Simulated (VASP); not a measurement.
# Ag (P6_3/mmc) in VASP: single point with PBEsol

Aim: the single point of Ag with PBEsol.

Everything below comes from runs of VASP 6.6.1. Logs are shortened: lines on timing, memory, paths and dates and some standing lists are left out, and cuts for length are marked.

## (1) The cell of the first run

It takes space group P6_3/mmc (No. 194, hexagonal). The conventional cell has a = 2.930 Å, b = 2.930 Å, c = 4.790 Å, α = 90.00°, β = 90.00°, γ = 120.00°. Within 3.9 Å of Ag (site symmetry -6m2) lie 12 Ag at 2.93 Å.

This isn't the form of Ag at room conditions, which is fcc.

## (2) Single point, PBEsol

Contents of INCAR:

```
PREC = Accurate
ENCUT = 520
EDIFF = 1E-7
ISMEAR = 0
SIGMA = 0.15
LREAL = F
LASPH = T
NELM = 60
ALGO = Fast
ISIF = 2
LWAVE = F
LCHARG = T
GGA = PS
LELF = T
LVHAR = T
NBANDS = 18
```

Contents of KPOINTS:

```
regular mesh
0
Gamma
  21 21 12
```

Contents of POSCAR:

```
Ag
1.0
    2.9299980804      0.0000000000      0.0000000000
   -1.4649990402      2.5374527707      0.0000000000
    0.0000000000      0.0000000000      4.7900000000
Ag
2
Direct
    0.3333333333      0.6666666667      0.2500000000
    0.6666666667      0.3333333333      0.7500000000
```

Potentials or basis: VASP PAW PBE potentials, release 64 (Ag).

On the command line:

```bash
$ cat potpaw_PBE.64/Ag/POTCAR > POTCAR
$ mpirun -np 1 vasp_std > vasp.out
```

OUTCAR:

```text
PREC = Accurate
   ENCUT = 520
   EDIFF = 1E-7
   ISMEAR = 0
   LREAL = F
   LASPH = T
   NELM = 60
   ISIF = 2
   GGA = PS

 ion  position               nearest neighbor table
   1  0.333  0.667  0.250-   2 2.93   2 2.93   2 2.93   2 2.93   2 2.93   2 2.93
   2  0.667  0.333  0.750-   1 2.93   1 2.93   1 2.93   1 2.93   1 2.93   1 2.93

  LATTYP: Found a hexagonal cell.
 ALAT       =     2.9299980804
 C/A-ratio  =     1.6348133577

  Lattice vectors:

 A1 = (   2.9299980804,   0.0000000000,   0.0000000000)
 A2 = (  -1.4649990402,   2.5374527707,   0.0000000000)
 A3 = (   0.0000000000,   0.0000000000,   4.7900000000)

Analysis of symmetry for initial positions (statically):
=====================================================================
 Subroutine PRICEL returns:
 Original cell was already a primitive cell.

 Routine SETGRP: Setting up the symmetry group for a
 hexagonal supercell.

 Subroutine GETGRP returns: Found 24 space group operations
 (whereof 12 operations were pure point group operations)
 out of a pool of 24 trial point group operations.

The static configuration has the point symmetry D_3d.
 The point group associated with its full space group is D_6h.

Analysis of symmetry for dynamics (positions and initial velocities):
=====================================================================
 Subroutine PRICEL returns:
 Original cell was already a primitive cell.

 Routine SETGRP: Setting up the symmetry group for a
 hexagonal supercell.

 Subroutine GETGRP returns: Found 24 space group operations
 (whereof 12 operations were pure point group operations)
 out of a pool of 24 trial point group operations.

The dynamic configuration has the point symmetry D_3d.
 The point group associated with its full space group is D_6h.

 Subroutine INISYM returns: Found 24 space group operations
 (whereof 12 operations are pure point group operations),
 and found     1 'primitive' translations

----------------------------------------------------------------------------------------

                                     Primitive cell

  volume of cell :      35.6124

  direct lattice vectors                    reciprocal lattice vectors
     2.929998080  0.000000000  0.000000000     0.341297152  0.197048003  0.000000000
    -1.464999040  2.537452771  0.000000000     0.000000000  0.394096005  0.000000000
     0.000000000  0.000000000  4.790000000     0.000000000  0.000000000  0.208768267

  length of vectors
     2.929998080  2.929998080  4.790000000     0.394096005  0.394096005  0.208768267

  position of ions in fractional coordinates (direct lattice)
     0.333333333  0.666666667  0.250000000
     0.666666667  0.333333333  0.750000000

  ion indices of the primitive-cell ions
   primitive index   ion index
                 1           1
                 2           2

----------------------------------------------------------------------------------------

 KPOINTS: regular mesh

Automatic generation of k-mesh.
 Grid dimensions read from file:
 generate k-points for:   21   21   12

 Generating k-lattice:

  Cartesian coordinates                     Fractional coordinates (reciprocal lattice)
     0.016252245  0.009383238  0.000000000     0.047619048  0.000000000  0.000000000
     0.000000000  0.018766476  0.000000000     0.000000000  0.047619048  0.000000000
     0.000000000  0.000000000  0.017397356     0.000000000  0.000000000  0.083333333

  Length of vectors
     0.018766476  0.018766476  0.017397356

  Shift w.r.t. Gamma in fractional coordinates (k-lattice)
     0.000000000  0.000000000  0.000000000

 Subroutine IBZKPT returns following result:
 ===========================================

 Found    336 irreducible k-points:

 Following reciprocal coordinates:
            Coordinates               Weight
  0.000000  0.000000  0.000000      1.000000
  0.047619  0.000000  0.000000      6.000000
  0.095238 -0.000000  0.000000      6.000000
  0.142857  0.000000  0.000000      6.000000
  0.190476 -0.000000  0.000000      6.000000
  0.238095  0.000000  0.000000      6.000000
[... 16 lines left out ...]
  0.142857  0.095238  0.000000     12.000000
  0.190476  0.095238  0.000000     12.000000
 [... further k-points ...]
   k-points           NKPTS =    336   k-points in BZ     NKDIM =    336   number of bands    NBANDS=     18
   number of dos      NEDOS =    301   number of ions     NIONS =      2
   total plane-waves  NPLWV =  20736
   dimension x,y,z NGX =    24 NGY =   24 NGZ =   36
   dimension x,y,z NGXF=    48 NGYF=   48 NGZF=   72
   ions per type =               2
   NGX,Y,Z   is equivalent  to a cutoff of  13.62, 13.62, 12.49 a.u.
   NGXF,Y,Z  is equivalent  to a cutoff of  27.23, 27.23, 24.99 a.u.
 SYSTEM =  unknown system
   PREC   = accura    normal or accurate (medium, high low for compatibility)
   ISTART =      0    job   : 0-new  1-cont  2-samecut
   ICHARG =      2    charge: 1-file 2-atom 10-const
   ISPIN  =      1    spin polarized calculation?
   LNONCOLLINEAR =      F non collinear calculations
   LSORBIT =      F    spin-orbit coupling
   LASPH  =      T    aspherical Exc in radial PAW
   ENCUT  =  520.0 eV  38.22 Ry    6.18 a.u.   5.45  5.45  8.91*2*pi/ulx,y,z
   NELM   =     60;   NELMIN=  2; NELMDL= -5     # of ELM steps
   EDIFF  = 0.1E-06   stopping-criterion for ELM
   LREAL  =      F    real-space projection
   EDIFFG = 0.1E-05   stopping-criterion for IOM
   NSW    =      0    number of steps for IOM
   IBRION =     -1    ionic relax: 0-MD 1-quasi-New 2-CG
   NFREE  =      0    steps in history (QN), initial steepest desc. (CG)
   ISIF   =      2    stress and relaxation
   ISYM   =      2    0-nonsym 1-usesym 2-fastsym
   POTIM  = 0.5000    time-step for ionic-motion
   TEBEG  =    0.0;   TEEND  =   0.0 temperature during run
   PSTRESS=    0.0 pullay stress
   NELECT =      22.0000    total number of electrons
   NUPDOWN=      -1.0000    fix difference up-down
   EMIN   =  10.00;   EMAX   =-10.00  energy-range for DOS
   EFERMI =   0.00;   METHOD = LEGACY
   ISMEAR =     0;   SIGMA  =   0.15  broadening in eV -4-tet -1-fermi 0-gaus
   EFERMI_NEDOS =   21; number of points for ismear=-14 and -15
   IALGO  =     68    algorithm
   IMIX   =      4    mixing-type and parameters
     AMIX     =   0.40;   BMIX     =  1.00
     AMIX_MAG =   1.60;   BMIX_MAG =  1.00
  volume/ion in A,a.u.               =      17.81       120.16
  Fermi-wavevector in a.u.,A,eV,Ry     =   1.394276  2.634800 26.449806  1.944006
  Thomas-Fermi vector in A             =   2.517841
   LORBIT       =      0    0 simple, 1 ext, 2 COOP (PROOUT), +10 PAW based schemes
   GGA     = PS    functional components
   LHFCALC =     F    Hartree Fock is set to
   AEXX    =    0.0000 exact exchange contribution
   IVDW    =     0    specifies the selected vdW correction
   LEPSILON=     F    determine dielectric tensor
   LRPA    =     F    only Hartree local field effects (RPA)
 non-spin polarized calculation
 RMM-DIIS sequential band-by-band and
 Gauss-broadening in eV      SIGMA  =   0.15
  energy-cutoff  :      520.00
  volume of cell :       35.61
 maximum number of plane-waves:       990
 NGX is ok and might be reduce to    24
   NGX = 11   NGY = 11   NGZ = 17

 number of electron      22.0000005 magnetization

 Free energy of the ion-electron system (eV)
  ---------------------------------------------------
  ext. energy  EPLUGINS =         0.00000000
  ---------------------------------------------------
  free energy    TOTEN  =        -6.56055808 eV

  energy without entropy =       -6.55375702  energy(sigma->0) =       -6.55715755

 E-fermi :   7.6572     XC(G=0): -12.1542

 val. band max:        7.6540805027   @ k =   0.3810   0.1429   0.0000
 cond. band min:       7.6583207530   @ k =   0.2857   0.2381   0.1667
 fundamental gap:      0.0042402502
 Fermi energy:         7.6572404342

 k-point     1 :       0.0000    0.0000    0.0000
  band No.  band energies     occupation
      1       0.1286      2.00000
      2       1.5164      2.00000
      3       3.0185      2.00000
      4       3.1106      2.00000
      5       3.1106      2.00000
      6       3.3318      2.00000
[... 10 lines left out ...]
     17      25.3709      0.00000
     18      25.3709      0.00000

 k-point     2 :       0.0476    0.0000    0.0000
  band No.  band energies     occupation
      1       0.1897      2.00000
      2       1.5521      2.00000
      3       2.9740      2.00000
      4       3.1422      2.00000
      5       3.1528      2.00000
      6       3.3191      2.00000
[... 10 lines left out ...]
     17      25.0551      0.00000
     18      25.7651      0.00000

 k-point     3 :       0.0952   -0.0000    0.0000
  band No.  band energies     occupation
      1       0.3697      2.00000
      2       1.6525      2.00000
      3       2.8921      2.00000
      4       3.2209      2.00000
      5       3.2352      2.00000
      6       3.2995      2.00000
[... 10 lines left out ...]
     17      25.2216      0.00000
     18      26.1226      0.00000

 k-point     4 :       0.1429    0.0000    0.0000
  band No.  band energies     occupation
      1       0.6561      2.00000
      2       1.7934      2.00000
      3       2.8057      2.00000
      4       3.2052      2.00000
      5       3.3619      2.00000
      6       3.3844      2.00000
[... 10 lines left out ...]
     17      25.3751      0.00000
     18      25.6913      0.00000

 k-point     5 :       0.1905   -0.0000    0.0000
  band No.  band energies     occupation
      1       1.0200      2.00000
      2       1.9239      2.00000
      3       2.7578      2.00000
      4       3.0961      2.00000
      5       3.1624      2.00000
      6       3.4287      2.00000
[... 10 lines left out ...]
     17      24.3184      0.00000
     18      25.4602      0.00000

 k-point     6 :       0.2381    0.0000    0.0000
  band No.  band energies     occupation
      1       1.4001      2.00000
      2       1.9736      2.00000
      3       2.8030      2.00000
      4       2.8181      2.00000
      5       3.1544      2.00000
      6       3.3342      2.00000
[... 10 lines left out ...]
     17      23.4497      0.00000
     18      24.6424      0.00000

 k-point     7 :       0.2857    0.0000    0.0000
  band No.  band energies     occupation
      1       1.6879      2.00000
      2       1.9356      2.00000
      3       2.5296      2.00000
      4       3.0220      2.00000
      5       3.2061      2.00000
      6       3.2436      2.00000
[... 10 lines left out ...]
     17      22.2507      0.00000
     18      24.1905      0.00000

 k-point     8 :       0.3333   -0.0000    0.0000
  band No.  band energies     occupation
      1       1.7672      2.00000
      2       1.9119      2.00000
      3       2.2984      2.00000
      4       3.1634      2.00000
      5       3.2837      2.00000
      6       3.3398      2.00000
[... 10 lines left out ...]
     17      20.6431      0.00000
     18      24.1261      0.00000
[... 229 lines left out ...]
     17      19.0247      0.00000
     18      23.3742      0.00000

 k-point    20 :       0.4286    0.0476    0.0000
  band No.  band energies     occupation
      1       1.6426      2.00000
      2       1.9383      2.00000
      3       1.9636      2.00000
      4       3.0308      2.00000
      5       3.3417      2.00000
      6       3.5005      2.00000
[... 10 lines left out ...]
     17      18.1511      0.00000
     18      23.1645      0.00000

 k-point    21 :       0.4762    0.0476    0.0000
  band No.  band energies     occupation
      1       1.6236      2.00000
      2       1.9322      2.00000
      3       1.9334      2.00000
      4       3.0211      2.00000
      5       3.3276      2.00000
      6       3.5218      2.00000
[... 10 lines left out ...]
     17      17.7645      0.00000
     18      23.0940      0.00000

 k-point    22 :       0.0952    0.0952    0.0000
  band No.  band energies     occupation
      1       0.8229      2.00000
      2       1.8766      2.00000
      3       2.7365      2.00000
      4       3.2139      2.00000
      5       3.2976      2.00000
      6       3.3679      2.00000
[... 10 lines left out ...]
     17      25.2361      0.00000
     18      25.4014      0.00000

 k-point    23 :       0.1429    0.0952    0.0000
  band No.  band energies     occupation
      1       1.1790      2.00000
      2       2.0133      2.00000
      3       2.6539      2.00000
      4       3.0387      2.00000
      5       3.1787      2.00000
      6       3.3028      2.00000
[... 10 lines left out ...]
     17      24.9913      0.00000
     18      25.1028      0.00000

 k-point    24 :       0.1905    0.0952    0.0000
  band No.  band energies     occupation
      1       1.5560      2.00000
      2       2.0804      2.00000
      3       2.6579      2.00000
      4       2.7613      2.00000
      5       3.1740      2.00000
      6       3.2144      2.00000
[... 10 lines left out ...]
     17      23.9409      0.00000
     18      24.5168      0.00000

 [... further k-points ...]

------------------------ aborting loop because EDIFF is reached ----------------------------------------

  FORCE on cell =-STRESS in cart. coord.  units (eV):
  Direction    XX          YY          ZZ          XY          YZ          ZX
  --------------------------------------------------------------------------------------
  -------------------------------------------------------------------------------------
  Total       -1.4902064     -1.4902064     -1.3517206      0.0000000      0.0000000     -0.0000000
  in kB      -67.0434244    -67.0434244    -60.8130376      0.0000000      0.0000000     -0.0000000
  external PRESSURE =     -64.9666288 kB  Pullay stress =       0.0000000 kB

 VOLUME and BASIS-vectors are now :
 -----------------------------------------------------------------------------
  energy-cutoff  :      520.00
  volume of cell :       35.61
      direct lattice vectors                 reciprocal lattice vectors
     2.929998080  0.000000000  0.000000000     0.341297152  0.197048003  0.000000000
    -1.464999040  2.537452771  0.000000000     0.000000000  0.394096005  0.000000000
     0.000000000  0.000000000  4.790000000     0.000000000  0.000000000  0.208768267

 POSITION                                       TOTAL-FORCE (eV/Angst)
 -----------------------------------------------------------------------------------
     -0.00000      1.69164      1.19750         0.000000      0.000000      0.000000
      1.46500      0.84582      3.59250        -0.000000     -0.000000      0.000000
 -----------------------------------------------------------------------------------
    total drift:                               -0.000000      0.000000     -0.000000

  FREE ENERGIE OF THE ION-ELECTRON SYSTEM (eV)
  ---------------------------------------------------
  free  energy   TOTEN  =        -6.5605580834 eV

  energy  without entropy=       -6.5537570160  energy(sigma->0) =       -6.55715755
```

Run time: 2.3 min. Hardware: 1 thread of Intel Xeon 8259CL, shared host; peak memory 0.29 GiB.

Results:

| Property | Result |
| --- | --- |
| Free energy | -6.5606 eV |
| Pressure | -6.5 GPa |
| Band gap on the k mesh | zero (bands 11 and 12 overlap by 7.27 eV) |

Caveat: the cell stands under tension; the PAW data sets were made with another functional, which shifts forces and pressure a little.
